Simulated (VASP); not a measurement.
# Si2Mo (I4/mmm) in VASP: a series of runs

Si2Mo is run at these levels: LDA; tasks: single point.

Everything below comes from runs of VASP 6.6.1. Logs are shortened: lines on timing, memory, paths and dates and some standing lists are left out, and cuts for length are marked.

### Step 1. The cell of the first run

Symmetry: I4/mmm, No. 139, tetragonal system. Conventional cell: a = 3.242 Å, b = 3.242 Å, c = 7.964 Å, α = 90.00°, β = 90.00°, γ = 90.00°. Within 3.5 Å of Si (site symmetry 4mm) lie 9 Si at 2.65 to 3.24 Å and 5 Mo at 2.65 Å. Within 3.5 Å of Mo (site symmetry 4/mmm) lie 10 Si at 2.65 Å and 4 Mo at 3.24 Å.

### Step 2. Single point, LDA

INCAR

```
SYSTEM = Si2Mo
PREC = Accurate
ENCUT = 520
EDIFF = 1E-6
ISMEAR = 1
SIGMA = 0.15
LREAL = .False.
LASPH = .True.
NELM = 80
ALGO = Normal
ISIF = 2
LWAVE = .False.
LCHARG = .False.
GGA = CA
NBANDS = 18
```

KPOINTS

```
Automatic mesh
0
Gamma
  13 13 13
  0 0 0
```

POSCAR

```
Si2Mo
1.0
   -1.6210550461      1.6210550461      3.9822230367
    1.6210550461     -1.6210550461      3.9822230367
    1.6210550461      1.6210550461     -3.9822230367
Si Mo
2 1
Direct
    0.3330000000      0.3330000000      0.0000000000
    0.6670000000      0.6670000000      0.0000000000
    0.0000000000      0.0000000000      0.0000000000
```

Potentials or basis: VASP PAW LDA potentials, release 64 (Si, Mo_sv).

Command:

```console
> cat potpaw_LDA.64/Si/POTCAR potpaw_LDA.64/Mo_sv/POTCAR > POTCAR
> mpirun -np 1 vasp_std > vasp.out
```

OUTCAR:

```text
SYSTEM = Si2Mo
   PREC = Accurate
   ENCUT = 520
   EDIFF = 1E-6
   ISMEAR = 1
   LREAL = .False.
   LASPH = .True.
   NELM = 80
   ISIF = 2
   GGA = CA

 ion  position               nearest neighbor table
   1  0.333  0.333  0.000-   2 2.65   2 2.65   2 2.65   2 2.65   3 2.65   3 2.65   3 2.65   3 2.65
                             3 2.65   2 2.66
   2  0.667  0.667  0.000-   1 2.65   1 2.65   1 2.65   1 2.65   3 2.65   3 2.65   3 2.65   3 2.65
                             3 2.65   1 2.66
   3  0.000  0.000  0.000-   2 2.65   2 2.65   2 2.65   1 2.65   2 2.65   1 2.65   1 2.65   1 2.65
                             1 2.65   2 2.65

  LATTYP: Found a body centered tetragonal cell.
 ALAT       =     3.2421100922
 C/A-ratio  =     2.4565625000

  Lattice vectors:

 A1 = (  -1.6210550461,   1.6210550461,   3.9822230367)
 A2 = (   1.6210550461,  -1.6210550461,   3.9822230367)
 A3 = (   1.6210550461,   1.6210550461,  -3.9822230367)

Analysis of symmetry for initial positions (statically):
=====================================================================
 Subroutine PRICEL returns:
 Original cell was already a primitive cell.

 Routine SETGRP: Setting up the symmetry group for a
 body centered tetragonal supercell.

 Subroutine GETGRP returns: Found 16 space group operations
 (whereof 16 operations were pure point group operations)
 out of a pool of 16 trial point group operations.

The static configuration has the point symmetry D_4h.

Analysis of symmetry for dynamics (positions and initial velocities):
=====================================================================
 Subroutine PRICEL returns:
 Original cell was already a primitive cell.

 Routine SETGRP: Setting up the symmetry group for a
 body centered tetragonal supercell.

 Subroutine GETGRP returns: Found 16 space group operations
 (whereof 16 operations were pure point group operations)
 out of a pool of 16 trial point group operations.

The dynamic configuration has the point symmetry D_4h.

 Subroutine INISYM returns: Found 16 space group operations
 (whereof 16 operations are pure point group operations),
 and found     1 'primitive' translations

----------------------------------------------------------------------------------------

                                     Primitive cell

  volume of cell :      41.8583

  direct lattice vectors                    reciprocal lattice vectors
    -1.621055046  1.621055046  3.982223037     0.000000000  0.308441099  0.125558010
     1.621055046 -1.621055046  3.982223037     0.308441099  0.000000000  0.125558010
     1.621055046  1.621055046 -3.982223037     0.308441099  0.308441099  0.000000000

  length of vectors
     4.594968905  4.594968905  4.594968905     0.333017605  0.333017605  0.436201585

  position of ions in fractional coordinates (direct lattice)
     0.333000000  0.333000000  0.000000000
     0.667000000  0.667000000  0.000000000
     0.000000000  0.000000000  0.000000000

  ion indices of the primitive-cell ions
   primitive index   ion index
                 1           1
                 2           2
                 3           3

----------------------------------------------------------------------------------------

 KPOINTS: Automatic mesh

Automatic generation of k-mesh.
 Grid dimensions read from file:
 generate k-points for:   13   13   13

 Generating k-lattice:

  Cartesian coordinates                     Fractional coordinates (reciprocal lattice)
     0.000000000  0.023726238  0.009658308     0.076923077 -0.000000000  0.000000000
     0.023726238  0.000000000  0.009658308    -0.000000000  0.076923077  0.000000000
     0.023726238  0.023726238  0.000000000     0.000000000  0.000000000  0.076923077

  Length of vectors
     0.025616739  0.025616739  0.033553968

  Shift w.r.t. Gamma in fractional coordinates (k-lattice)
     0.000000000  0.000000000  0.000000000

 Subroutine IBZKPT returns following result:
 ===========================================

 Found    196 irreducible k-points:

 Following reciprocal coordinates:
            Coordinates               Weight
  0.000000  0.000000  0.000000      1.000000
  0.076923  0.000000  0.000000      8.000000
  0.153846  0.000000  0.000000      8.000000
  0.230769  0.000000 -0.000000      8.000000
  0.307692  0.000000  0.000000      8.000000
  0.384615 -0.000000  0.000000      8.000000
[... 16 lines left out ...]
  0.384615  0.153846  0.000000     16.000000
  0.461538  0.153846  0.000000     16.000000
 [... further k-points ...]
   k-points           NKPTS =    196   k-points in BZ     NKDIM =    196   number of bands    NBANDS=     18
   number of dos      NEDOS =    301   number of ions     NIONS =      3
   total plane-waves  NPLWV =  46656
   dimension x,y,z NGX =    36 NGY =   36 NGZ =   36
   dimension x,y,z NGXF=    72 NGYF=   72 NGZF=   72
   ions per type =               2   1
   NGX,Y,Z   is equivalent  to a cutoff of  13.02, 13.02, 13.02 a.u.
   NGXF,Y,Z  is equivalent  to a cutoff of  26.05, 26.05, 26.05 a.u.
 SYSTEM =  Si2Mo
   PREC   = accura    normal or accurate (medium, high low for compatibility)
   ISTART =      0    job   : 0-new  1-cont  2-samecut
   ICHARG =      2    charge: 1-file 2-atom 10-const
   ISPIN  =      1    spin polarized calculation?
   LNONCOLLINEAR =      F non collinear calculations
   LSORBIT =      F    spin-orbit coupling
   LASPH  =      T    aspherical Exc in radial PAW
   ENCUT  =  520.0 eV  38.22 Ry    6.18 a.u.   8.54  8.54  8.54*2*pi/ulx,y,z
   NELM   =     80;   NELMIN=  2; NELMDL= -5     # of ELM steps
   EDIFF  = 0.1E-05   stopping-criterion for ELM
   LREAL  =      F    real-space projection
   EDIFFG = 0.1E-04   stopping-criterion for IOM
   NSW    =      0    number of steps for IOM
   IBRION =     -1    ionic relax: 0-MD 1-quasi-New 2-CG
   NFREE  =      0    steps in history (QN), initial steepest desc. (CG)
   ISIF   =      2    stress and relaxation
   ISYM   =      2    0-nonsym 1-usesym 2-fastsym
   POTIM  = 0.5000    time-step for ionic-motion
   TEBEG  =    0.0;   TEEND  =   0.0 temperature during run
   PSTRESS=    0.0 pullay stress
   NELECT =      22.0000    total number of electrons
   NUPDOWN=      -1.0000    fix difference up-down
   EMIN   =  10.00;   EMAX   =-10.00  energy-range for DOS
   EFERMI =   0.00;   METHOD = LEGACY
   ISMEAR =     1;   SIGMA  =   0.15  broadening in eV -4-tet -1-fermi 0-gaus
   EFERMI_NEDOS =   21; number of points for ismear=-14 and -15
   IALGO  =     38    algorithm
   IMIX   =      4    mixing-type and parameters
     AMIX     =   0.40;   BMIX     =  1.00
     AMIX_MAG =   1.60;   BMIX_MAG =  1.00
  volume/ion in A,a.u.               =      13.95        94.16
  Fermi-wavevector in a.u.,A,eV,Ry     =   1.321160  2.496630 23.748470  1.745463
  Thomas-Fermi vector in A             =   2.450934
   LORBIT       =      0    0 simple, 1 ext, 2 COOP (PROOUT), +10 PAW based schemes
   GGA     = CA    functional components
   LHFCALC =     F    Hartree Fock is set to
   AEXX    =    0.0000 exact exchange contribution
   IVDW    =     0    specifies the selected vdW correction
   LEPSILON=     F    determine dielectric tensor
   LRPA    =     F    only Hartree local field effects (RPA)
 non-spin polarized calculation
 Methfessel and Paxton  Order N= 1 SIGMA  =   0.15
  energy-cutoff  :      520.00
  volume of cell :       41.86
 maximum number of plane-waves:      1149
 NGX is ok and might be reduce to    36
   NGX = 17   NGY = 17   NGZ = 17

 number of electron      22.0000000 magnetization

 Free energy of the ion-electron system (eV)
  ---------------------------------------------------
  ext. energy  EPLUGINS =         0.00000000
  ---------------------------------------------------
  free energy    TOTEN  =       -25.70197280 eV

  energy without entropy =      -25.70261614  energy(sigma->0) =      -25.70218725

 E-fermi :  11.6371     XC(G=0): -12.3684

 val. band max:       11.4878015193   @ k =  -0.4615  -0.4615   0.3077
 cond. band min:      11.6576931936   @ k =  -0.3077  -0.3846   0.3077
 fundamental gap:      0.1698916743
 Fermi energy:        11.6371022587

 k-point     1 :       0.0000    0.0000    0.0000
  band No.  band energies     occupation
      1     -48.8208      2.00000
      2     -23.1527      2.00000
      3     -23.0647      2.00000
      4     -23.0647      2.00000
      5      -1.4827      2.00000
      6       5.5412      2.00000
[... 10 lines left out ...]
     17      16.4021      0.00000
     18      16.4021      0.00000

 k-point     2 :       0.0769    0.0000    0.0000
  band No.  band energies     occupation
      1     -48.8199      2.00000
      2     -23.1517      2.00000
      3     -23.0777      2.00000
      4     -23.0635      2.00000
      5      -1.3793      2.00000
      6       5.5363      2.00000
[... 10 lines left out ...]
     17      16.5114      0.00000
     18      17.0620      0.00000

 k-point     3 :       0.1538    0.0000    0.0000
  band No.  band energies     occupation
      1     -48.8174      2.00000
      2     -23.1490      2.00000
      3     -23.1136      2.00000
      4     -23.0602      2.00000
      5      -1.0734      2.00000
      6       5.4736      2.00000
[... 10 lines left out ...]
     17      17.0911      0.00000
     18      18.3802      0.00000

 k-point     4 :       0.2308    0.0000   -0.0000
  band No.  band energies     occupation
      1     -48.8139      2.00000
      2     -23.1640      2.00000
      3     -23.1449      2.00000
      4     -23.0555      2.00000
      5      -0.5778      2.00000
      6       5.1864      2.00000
[... 10 lines left out ...]
     17      18.0056      0.00000
     18      19.9651      0.00000

 k-point     5 :       0.3077    0.0000    0.0000
  band No.  band energies     occupation
      1     -48.8102      2.00000
      2     -23.2168      2.00000
      3     -23.1409      2.00000
      4     -23.0506      2.00000
      5       0.0870      2.00000
      6       4.5547      2.00000
[... 10 lines left out ...]
     17      18.3429      0.00000
     18      20.4320      0.00000

 k-point     6 :       0.3846   -0.0000    0.0000
  band No.  band energies     occupation
      1     -48.8071      2.00000
      2     -23.2602      2.00000
      3     -23.1375      2.00000
      4     -23.0465      2.00000
      5       0.8921      2.00000
      6       3.7035      2.00000
[... 10 lines left out ...]
     17      17.9361      0.00000
     18      19.5965      0.00000

 k-point     7 :       0.4615    0.0000    0.0000
  band No.  band energies     occupation
      1     -48.8053      2.00000
      2     -23.2846      2.00000
      3     -23.1356      2.00000
      4     -23.0441      2.00000
      5       1.7991      2.00000
      6       2.7588      2.00000
[... 10 lines left out ...]
     17      17.6454      0.00000
     18      18.5527      0.00000

 k-point     8 :       0.0769    0.0769    0.0000
  band No.  band energies     occupation
      1     -48.8190      2.00000
      2     -23.1513      2.00000
      3     -23.0773      2.00000
      4     -23.0757      2.00000
      5      -1.2475      2.00000
      6       5.3747      2.00000
[... 10 lines left out ...]
     17      17.1516      0.00000
     18      17.1989      0.00000
[... 229 lines left out ...]
     17      16.9042      0.00000
     18      17.1557      0.00000

 k-point    20 :       0.1538    0.1538   -0.0000
  band No.  band energies     occupation
      1     -48.8140      2.00000
      2     -23.1468      2.00000
      3     -23.1110      2.00000
      4     -23.1060      2.00000
      5      -0.5710      2.00000
      6       4.9623      2.00000
[... 10 lines left out ...]
     17      18.1354      0.00000
     18      18.9837      0.00000

 k-point    21 :       0.2308    0.1538   -0.0000
  band No.  band energies     occupation
      1     -48.8105      2.00000
      2     -23.1588      2.00000
      3     -23.1424      2.00000
      4     -23.1031      2.00000
      5      -0.0514      2.00000
      6       4.7088      2.00000
[... 10 lines left out ...]
     17      18.2047      0.00000
     18      19.7122      0.00000

 k-point    22 :       0.3077    0.1538   -0.0000
  band No.  band energies     occupation
      1     -48.8068      2.00000
      2     -23.2106      2.00000
      3     -23.1381      2.00000
      4     -23.0976      2.00000
      5       0.6173      2.00000
      6       4.3047      2.00000
[... 10 lines left out ...]
     17      18.8971      0.00000
     18      19.7677      0.00000

 k-point    23 :       0.3846    0.1538    0.0000
  band No.  band energies     occupation
      1     -48.8038      2.00000
      2     -23.2534      2.00000
      3     -23.1339      2.00000
      4     -23.0929      2.00000
      5       1.4041      2.00000
      6       3.6319      2.00000
[... 10 lines left out ...]
     17      18.8969      0.00000
     18      19.9803      0.00000

 k-point    24 :       0.4615    0.1538    0.0000
  band No.  band energies     occupation
      1     -48.8020      2.00000
      2     -23.2774      2.00000
      3     -23.1309      2.00000
      4     -23.0902      2.00000
      5       2.2666      2.00000
      6       2.7718      2.00000
[... 10 lines left out ...]
     17      18.8705      0.00000
     18      20.2997      0.00000

 [... further k-points ...]
[... 5 lines left out ...]
  --------------------------------------------------------------------------------------
  -------------------------------------------------------------------------------------
  Total       -3.1141792     -3.1141792     -3.8564212      0.0000000      0.0000000      0.0000000
  in kB     -119.1991286   -119.1991286   -147.6093790      0.0000000      0.0000000      0.0000000
  external PRESSURE =    -128.6692120 kB  Pullay stress =       0.0000000 kB

 VOLUME and BASIS-vectors are now :
 -----------------------------------------------------------------------------
  energy-cutoff  :      520.00
  volume of cell :       41.86
      direct lattice vectors                 reciprocal lattice vectors
    -1.621055046  1.621055046  3.982223037     0.000000000  0.308441099  0.125558010
     1.621055046 -1.621055046  3.982223037     0.308441099  0.000000000  0.125558010
     1.621055046  1.621055046 -3.982223037     0.308441099  0.308441099  0.000000000

 POSITION                                       TOTAL-FORCE (eV/Angst)
 -----------------------------------------------------------------------------------
      0.00000      0.00000      2.65216        -0.000000     -0.000000      0.428868
      0.00000      0.00000      5.31229         0.000000      0.000000     -0.428868
      0.00000      0.00000      0.00000        -0.000000     -0.000000     -0.000000
 -----------------------------------------------------------------------------------
    total drift:                                0.000000      0.000000     -0.000000

  FREE ENERGIE OF THE ION-ELECTRON SYSTEM (eV)
  ---------------------------------------------------
  free  energy   TOTEN  =       -25.7019728042 eV

  energy  without entropy=      -25.7026161412  energy(sigma->0) =      -25.70218725
```

Run time: 2.7 min. Hardware: 1 thread of Intel Xeon 6975P-C (Granite Rapids), shared host; peak memory 0.27 GiB.

Results:

| Quantity | Value |
| --- | --- |
| Free energy | -25.7020 eV |
| Pressure | -12.9 GPa |
| Largest force | 0.429 eV/Å |
| Band gap on the k mesh | zero (band 11 reaches 12.10 eV, above the bottom of band 12 at 11.16 eV) |

Forces on the atoms (eV/Å):
```
Si   0.000  0.000  0.429
Si   0.000  0.000 -0.429
Mo   0.000  0.000  0.000
```

Levels at points of the mesh, in eV from the Fermi level:
```tsv
k point	band 9	band 10	band 11	band 12	band 13	band 14
(0.00, 0.00, 0.00)	-2.57	-2.57	0.38	2.78	3.30	3.50
```

(Part 1 of 2 ends here.)
